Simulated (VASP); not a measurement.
# Al (I4/mmm) in VASP: notebook

The runs below take Al through single point, with PBE.

All numbers are computed with VASP 6.6.1; they aren't measurements. Logs are shortened: lines on timing, memory, paths and dates and some standing lists are left out, and cuts for length are marked.

## Step 1: The cell of the first run

It takes space group I4/mmm (No. 139, tetragonal). The conventional cell has a = 2.810 Å, b = 2.810 Å, c = 4.401 Å, α = 90.00°, β = 90.00°, γ = 90.00°. Al (site symmetry 4/mmm) has 12 Al at 2.81 to 2.96 Å within 3.7 Å.

## Step 2: Single point, PBE (volume 17.379 Å^3 an atom, c/a of the conventional cell 1.5658)

File INCAR:

```
ALGO = Normal
EDIFF = 1E-6
ENCUT = 520
GGA = PE
ISIF = 2
ISMEAR = 0
LASPH = True
LCHARG = False
LREAL = False
LWAVE = False
NBANDS = 8
NELM = 60
PREC = Accurate
SIGMA = 0.15
```

File KPOINTS:

```
k-points
0
Gamma
  22 22 22
```

File POSCAR:

```
Al
1.0
   -1.4052151856      1.4052151856      2.2002859376
    1.4052151856     -1.4052151856      2.2002859376
    1.4052151856      1.4052151856     -2.2002859376
Al
1
Direct
    0.0000000000      0.0000000000      0.0000000000
```

Potentials or basis: VASP PAW PBE potentials, release 64 (Al).

Command:

```
$ cat potpaw_PBE.64/Al/POTCAR > POTCAR
$ mpirun -np 1 vasp_std > vasp.out
```

OUTCAR:

```text
EDIFF = 1E-6
   ENCUT = 520
   GGA = PE
   ISIF = 2
   ISMEAR = 0
   LASPH = True
   LREAL = False
   NELM = 60
   PREC = Accurate

 ion  position               nearest neighbor table
   1  0.000  0.000  0.000-

  LATTYP: Found a body centered tetragonal cell.
 ALAT       =     2.8104303712
 C/A-ratio  =     1.5658000000

  Lattice vectors:

 A1 = (  -1.4052151856,   1.4052151856,   2.2002859376)
 A2 = (   1.4052151856,  -1.4052151856,   2.2002859376)
 A3 = (   1.4052151856,   1.4052151856,  -2.2002859376)

Analysis of symmetry for initial positions (statically):
=====================================================================
 Subroutine PRICEL returns:
 Original cell was already a primitive cell.

 Routine SETGRP: Setting up the symmetry group for a
 body centered tetragonal supercell.

 Subroutine GETGRP returns: Found 16 space group operations
 (whereof 16 operations were pure point group operations)
 out of a pool of 16 trial point group operations.

The static configuration has the point symmetry D_4h.

Analysis of symmetry for dynamics (positions and initial velocities):
=====================================================================
 Subroutine PRICEL returns:
 Original cell was already a primitive cell.

 Routine SETGRP: Setting up the symmetry group for a
 body centered tetragonal supercell.

 Subroutine GETGRP returns: Found 16 space group operations
 (whereof 16 operations were pure point group operations)
 out of a pool of 16 trial point group operations.

The dynamic configuration has the point symmetry D_4h.

 Subroutine INISYM returns: Found 16 space group operations
 (whereof 16 operations are pure point group operations),
 and found     1 'primitive' translations

----------------------------------------------------------------------------------------

                                     Primitive cell

  volume of cell :      17.3790

  direct lattice vectors                    reciprocal lattice vectors
    -1.405215186  1.405215186  2.200285938     0.000000000  0.355817390  0.227243192
     1.405215186 -1.405215186  2.200285938     0.355817390  0.000000000  0.227243192
     1.405215186  1.405215186 -2.200285938     0.355817390  0.355817390  0.000000000

  length of vectors
     2.964880713  2.964880713  2.964880713     0.422191288  0.422191288  0.503201779

  position of ions in fractional coordinates (direct lattice)
     0.000000000  0.000000000  0.000000000

[... 72 lines left out ...]
   LASPH  =      T    aspherical Exc in radial PAW
   ENCUT  =  520.0 eV  38.22 Ry    6.18 a.u.   5.51  5.51  5.51*2*pi/ulx,y,z
   NELM   =     60;   NELMIN=  2; NELMDL= -5     # of ELM steps
   EDIFF  = 0.1E-05   stopping-criterion for ELM
   LREAL  =      F    real-space projection
   EDIFFG = 0.1E-04   stopping-criterion for IOM
   NSW    =      0    number of steps for IOM
   IBRION =     -1    ionic relax: 0-MD 1-quasi-New 2-CG
   NFREE  =      0    steps in history (QN), initial steepest desc. (CG)
   ISIF   =      2    stress and relaxation
   ISYM   =      2    0-nonsym 1-usesym 2-fastsym
   POTIM  = 0.5000    time-step for ionic-motion
   TEBEG  =    0.0;   TEEND  =   0.0 temperature during run
   PSTRESS=    0.0 pullay stress
   NELECT =       3.0000    total number of electrons
   NUPDOWN=      -1.0000    fix difference up-down
   EMIN   =  10.00;   EMAX   =-10.00  energy-range for DOS
   EFERMI =   0.00;   METHOD = LEGACY
   ISMEAR =     0;   SIGMA  =   0.15  broadening in eV -4-tet -1-fermi 0-gaus
   EFERMI_NEDOS =   21; number of points for ismear=-14 and -15
   IALGO  =     38    algorithm
   IMIX   =      4    mixing-type and parameters
     AMIX     =   0.40;   BMIX     =  1.00
     AMIX_MAG =   1.60;   BMIX_MAG =  1.00
  volume/ion in A,a.u.               =      17.38       117.28
  Fermi-wavevector in a.u.,A,eV,Ry     =   0.911536  1.722553 11.305043  0.830897
  Thomas-Fermi vector in A             =   2.035826
   LORBIT       =      0    0 simple, 1 ext, 2 COOP (PROOUT), +10 PAW based schemes
   GGA     = PE    functional components
   LHFCALC =     F    Hartree Fock is set to
   AEXX    =    0.0000 exact exchange contribution
   IVDW    =     0    specifies the selected vdW correction
   LEPSILON=     F    determine dielectric tensor
   LRPA    =     F    only Hartree local field effects (RPA)
 non-spin polarized calculation
 Gauss-broadening in eV      SIGMA  =   0.15
  energy-cutoff  :      520.00
  volume of cell :       17.38
 maximum number of plane-waves:       481
 NGX is ok and might be reduce to    24
   NGX = 11   NGY = 11   NGZ = 11

 number of electron       3.0000000 magnetization

 Free energy of the ion-electron system (eV)
  ---------------------------------------------------
  ext. energy  EPLUGINS =         0.00000000
  ---------------------------------------------------
  free energy    TOTEN  =        -3.72190787 eV

  energy without entropy =       -3.71713541  energy(sigma->0) =       -3.71952164

 E-fermi :   7.4690     XC(G=0): -10.0095

 val. band max:        7.4622940701   @ k =  -0.3636  -0.4545   0.3182
 cond. band min:       7.4726708465   @ k =  -0.3182   0.4091   0.2727
 fundamental gap:      0.0103767764
 Fermi energy:         7.4690175344

 k-point     1 :       0.0000    0.0000    0.0000
  band No.  band energies     occupation
      1      -3.3113      2.00000
      2      19.1767      0.00000
      3      20.3026      0.00000
      4      20.3026      0.00000
      5      20.8934      0.00000
      6      20.8934      0.00000
      7      21.0466      0.00000
      8      23.7168      0.00000
[... 243 lines left out ...]
 k-point    24 :      -0.4545    0.0455   -0.0000
  band No.  band energies     occupation
      1       1.7920      2.00000
      2       4.7604      2.00000
      3      16.0938      0.00000
      4      17.9855      0.00000
      5      19.1236      0.00000
      6      19.6269      0.00000
      7      23.0202      0.00000
      8      23.7747      0.00000

 [... further k-points ...]
[... 5 lines left out ...]
  --------------------------------------------------------------------------------------
  -------------------------------------------------------------------------------------
  Total       -0.1698568     -0.1698568     -0.6324446      0.0000000     -0.0000000      0.0000000
  in kB      -15.6591735    -15.6591735    -58.3053313      0.0000000     -0.0000000      0.0000000
  external PRESSURE =     -29.8745594 kB  Pullay stress =       0.0000000 kB

 VOLUME and BASIS-vectors are now :
 -----------------------------------------------------------------------------
  energy-cutoff  :      520.00
  volume of cell :       17.38
      direct lattice vectors                 reciprocal lattice vectors
    -1.405215186  1.405215186  2.200285938     0.000000000  0.355817390  0.227243192
     1.405215186 -1.405215186  2.200285938     0.355817390  0.000000000  0.227243192
     1.405215186  1.405215186 -2.200285938     0.355817390  0.355817390  0.000000000

 POSITION                                       TOTAL-FORCE (eV/Angst)
 -----------------------------------------------------------------------------------
      0.00000      0.00000      0.00000         0.000000      0.000000      0.000000
 -----------------------------------------------------------------------------------
    total drift:                                0.000000      0.000000      0.000000

  FREE ENERGIE OF THE ION-ELECTRON SYSTEM (eV)
  ---------------------------------------------------
  free  energy   TOTEN  =        -3.7219078683 eV

  energy  without entropy=       -3.7171354115  energy(sigma->0) =       -3.71952164
```

OSZICAR:

```text
N       E                     dE             d eps       ncg     rms          rms(c)
DAV:   1    -0.241186592057E+01   -0.24119E+01   -0.86196E+02 13408   0.204E+02
DAV:   2    -0.373616816177E+01   -0.13243E+01   -0.12892E+01 18680   0.181E+01
DAV:   3    -0.374292864029E+01   -0.67605E-02   -0.67558E-02 17232   0.145E+00
DAV:   4    -0.374294505957E+01   -0.16419E-04   -0.16419E-04 20472   0.631E-02
DAV:   5    -0.374294510296E+01   -0.43396E-07   -0.43785E-07 17616   0.190E-03    0.121E+00
DAV:   6    -0.373074726144E+01    0.12198E-01   -0.19180E-03 16952   0.205E-01    0.707E-01
DAV:   7    -0.372191532557E+01    0.88319E-02   -0.56410E-03 16600   0.331E-01    0.138E-01
DAV:   8    -0.372190952187E+01    0.58037E-05   -0.16586E-05 19656   0.290E-02    0.638E-03
DAV:   9    -0.372190831244E+01    0.12094E-05   -0.83335E-07 18008   0.390E-03    0.794E-04
DAV:  10    -0.372190786828E+01    0.44415E-06   -0.52182E-09 11880   0.461E-04
   1 F= -.37219079E+01 E0= -.37195216E+01  d E =-.477246E-02
```

stdout:

```text
POSCAR found type information on POSCAR Al
 POSCAR found :  1 types and       1 ions
 scaLAPACK will be used
 LDA part: xc-table for (Slater+PW92), standard interpolation
 POSCAR, INCAR and KPOINTS ok, starting setup
 FFT: planning ... GRIDC
 FFT: planning ... GRID_SOFT
 FFT: planning ... GRID
 WAVECAR not read
 entering main loop
```

Wall time 29 s (1 thread of Intel Xeon Platinum 8559C (Emerald Rapids), shared host); peak memory 0.21 GiB.

What came out:

```
Free energy : -3.7219 eV
Pressure    : -3.0 GPa
```

Levels at points of the mesh, in eV from the Fermi level:
```tsv
k point	band 1	band 2	band 3	band 4
(0.00, 0.00, 0.00)	-10.78	11.71	12.83	12.83
(0.50, 0.00, 0.00)	-4.37	-4.27	9.32	9.88
(0.50, 0.50, 0.00)	-2.31	-0.90	4.48	4.99
(0.50, 0.50, 0.50)	-3.63	-2.93	6.02	6.60
```

## Step 3: Single point, PBE (volume 17.379 Å^3 an atom, c/a of the conventional cell 0.8612)

File INCAR:

```
  ALGO = Fast
  EDIFF = 1E-6
  ENCUT = 520
  GGA = PE
  ISIF = 2
  ISMEAR = 0
  LASPH = True
  LCHARG = False
  LREAL = False
  LWAVE = False
  NBANDS = 8
  NELM = 60
  PREC = Accurate
  SIGMA = 0.15
```

KPOINTS is that of step 2.

File POSCAR:

```
Al
1.0
   -1.7150900349      1.7150900349      1.4770355380
    1.7150900349     -1.7150900349      1.4770355380
    1.7150900349      1.7150900349     -1.4770355380
Al
1
Direct
    0.0000000000      0.0000000000      0.0000000000
```

Potentials or basis: VASP PAW PBE potentials, release 64 (Al).

Command:

```
$ cat potpaw_PBE.64/Al/POTCAR > POTCAR
$ mpirun -np 1 vasp_std > vasp.out
```

Wall time 32 s (1 thread of Intel Xeon Platinum 8559C (Emerald Rapids), shared host); peak memory 0.22 GiB.

It converged, with:

| Property | Result |
| --- | --- |
| Free energy | -3.6671 eV |
| Pressure | -1.8 GPa |

Stress tensor (GPa, compression positive):
```
-1.17  0.00  0.00
 0.00 -1.17  0.00
 0.00  0.00 -2.97
```

Levels at points of the mesh, in eV from the Fermi level:
| k point | band 1 | band 2 | band 3 | band 4 | band 5 |
| --- | --- | --- | --- | --- | --- |
| (0.00, 0.00, 0.00) | -10.76 | 10.87 | 12.67 | 12.67 | 13.87 |
| (0.50, 0.00, 0.00) | -3.83 | -3.23 | 7.09 | 7.30 | 8.55 |
| (0.50, 0.50, 0.00) | -4.68 | -4.53 | 9.96 | 10.54 | 12.05 |
| (0.50, 0.50, 0.50) | 0.56 | 0.56 | 2.14 | 2.38 | 4.79 |

## Step 4: Single point, PBE (volume 17.379 Å^3 an atom, c/a of the conventional cell 1.0776)

File INCAR:

```
SYSTEM = Al
  PREC = Accurate
  ENCUT = 520
  EDIFF = 1E-6
  ISMEAR = 0
  SIGMA = 0.15
  LREAL = .FALSE.
  LASPH = .TRUE.
  NELM = 100
  ALGO = Fast
  ISIF = 2
  LWAVE = .FALSE.
  LCHARG = .FALSE.
  GGA = PE
  NBANDS = 8
```

File KPOINTS:

```
regular mesh
0
G
  22 22 22
  0 0 0
```

File POSCAR:

```
Al
1.0
   -1.5916066183      1.5916066183      1.7151152919
    1.5916066183     -1.5916066183      1.7151152919
    1.5916066183      1.5916066183     -1.7151152919
Al
1
Direct
    0.0000000000      0.0000000000      0.0000000000
```

Potentials or basis: VASP PAW PBE potentials, release 64 (Al).

Command:

```
$ cat potpaw_PBE.64/Al/POTCAR > POTCAR
$ mpirun -np 1 vasp_std > vasp.out
```

OUTCAR:

```text
SYSTEM = Al
   PREC = Accurate
   ENCUT = 520
   EDIFF = 1E-6
   ISMEAR = 0
   LREAL = .FALSE.
   LASPH = .TRUE.
   NELM = 100
   ISIF = 2
   GGA = PE

 ion  position               nearest neighbor table
   1  0.000  0.000  0.000-

  LATTYP: Found a body centered tetragonal cell.
 ALAT       =     3.1832132366
 C/A-ratio  =     1.0776000000

  Lattice vectors:

 A1 = (  -1.5916066183,   1.5916066183,   1.7151152919)
 A2 = (   1.5916066183,  -1.5916066183,   1.7151152919)
 A3 = (   1.5916066183,   1.5916066183,  -1.7151152919)

Analysis of symmetry for initial positions (statically):
=====================================================================
 Subroutine PRICEL returns:
 Original cell was already a primitive cell.

 Routine SETGRP: Setting up the symmetry group for a
 body centered tetragonal supercell.

 Subroutine GETGRP returns: Found 16 space group operations
 (whereof 16 operations were pure point group operations)
 out of a pool of 16 trial point group operations.

The static configuration has the point symmetry D_4h.

[... 156 lines left out ...]
  free energy    TOTEN  =        -3.65722997 eV

  energy without entropy =       -3.65224650  energy(sigma->0) =       -3.65473823

 E-fermi :   7.4676     XC(G=0): -10.0138

 val. band max:        7.4628630745   @ k =  -0.1818  -0.3182   0.0455
 cond. band min:       7.4771507781   @ k =   0.3182   0.3182   0.1364
 fundamental gap:      0.0142877036
 Fermi energy:         7.4675829410

 k-point     1 :       0.0000    0.0000    0.0000
  band No.  band energies     occupation
      1      -3.3074      2.00000
      2      19.9615      0.00000
      3      19.9615      0.00000
      4      21.0410      0.00000
      5      21.4795      0.00000
      6      21.4795      0.00000
      7      21.5831      0.00000
      8      22.4105      0.00000
[... 243 lines left out ...]
 k-point    24 :      -0.4545    0.0455   -0.0000
  band No.  band energies     occupation
      1       1.7641      2.00000
      2       5.2382      2.00000
      3      15.1260      0.00000
      4      15.9738      0.00000
      5      18.3424      0.00000
      6      19.3880      0.00000
      7      24.7463      0.00000
      8      28.7357      0.00000

 [... further k-points ...]
[... 5 lines left out ...]
  --------------------------------------------------------------------------------------
  -------------------------------------------------------------------------------------
  Total       -0.3014453     -0.3014453     -0.0002112      0.0000000      0.0000000      0.0000000
  in kB      -27.7903700    -27.7903700     -0.0194707      0.0000000      0.0000000      0.0000000
  external PRESSURE =     -18.5334036 kB  Pullay stress =       0.0000000 kB

 VOLUME and BASIS-vectors are now :
 -----------------------------------------------------------------------------
  energy-cutoff  :      520.00
  volume of cell :       17.38
      direct lattice vectors                 reciprocal lattice vectors
    -1.591606618  1.591606618  1.715115292     0.000000000  0.314147977  0.291525592
     1.591606618 -1.591606618  1.715115292     0.314147977  0.000000000  0.291525592
     1.591606618  1.591606618 -1.715115292     0.314147977  0.314147977  0.000000000

 POSITION                                       TOTAL-FORCE (eV/Angst)
 -----------------------------------------------------------------------------------
      0.00000      0.00000      0.00000         0.000000     -0.000000      0.000000
 -----------------------------------------------------------------------------------
    total drift:                                0.000000     -0.000000     -0.000000

  FREE ENERGIE OF THE ION-ELECTRON SYSTEM (eV)
  ---------------------------------------------------
  free  energy   TOTEN  =        -3.6572299716 eV

  energy  without entropy=       -3.6522464971  energy(sigma->0) =       -3.65473823
```

OSZICAR:

```text
N       E                     dE             d eps       ncg     rms          rms(c)
DAV:   1    -0.234492223477E+01   -0.23449E+01   -0.84090E+02 13448   0.202E+02
DAV:   2    -0.367323606597E+01   -0.13283E+01   -0.12945E+01 18720   0.182E+01
DAV:   3    -0.368012603068E+01   -0.68900E-02   -0.68858E-02 16640   0.144E+00
DAV:   4    -0.368014442734E+01   -0.18397E-04   -0.18397E-04 19976   0.675E-02
DAV:   5    -0.368014448532E+01   -0.57979E-07   -0.57670E-07 16528   0.235E-03    0.117E+00
RMM:   6    -0.366664290130E+01    0.13502E-01   -0.13332E-03 13349   0.201E-01    0.681E-01
RMM:   7    -0.365721433899E+01    0.94286E-02   -0.41348E-03 15531   0.339E-01    0.113E-01
RMM:   8    -0.365722783381E+01   -0.13495E-04   -0.16643E-04 14729   0.806E-02    0.204E-02
RMM:   9    -0.365723044367E+01   -0.26099E-05   -0.22716E-05 15059   0.293E-02    0.113E-02
RMM:  10    -0.365722997164E+01    0.47202E-06   -0.46714E-06 15335   0.134E-02
   1 F= -.36572300E+01 E0= -.36547382E+01  d E =-.498347E-02
```

stdout:

```text
POSCAR found type information on POSCAR Al
 POSCAR found :  1 types and       1 ions
 scaLAPACK will be used
 LDA part: xc-table for (Slater+PW92), standard interpolation
 POSCAR, INCAR and KPOINTS ok, starting setup
 FFT: planning ... GRIDC
 FFT: planning ... GRID_SOFT
 FFT: planning ... GRID
 WAVECAR not read
 entering main loop
```

Wall time 33 s (1 thread of Intel Xeon Platinum 8559C (Emerald Rapids), shared host); peak memory 0.22 GiB.

Results:

- Free energy: -3.6572 eV
- Pressure: -1.9 GPa

Stress tensor (GPa, compression positive):
```
-2.78  0.00  0.00
 0.00 -2.78  0.00
 0.00  0.00  0.00
```

(Part 1 of 2 ends here.)
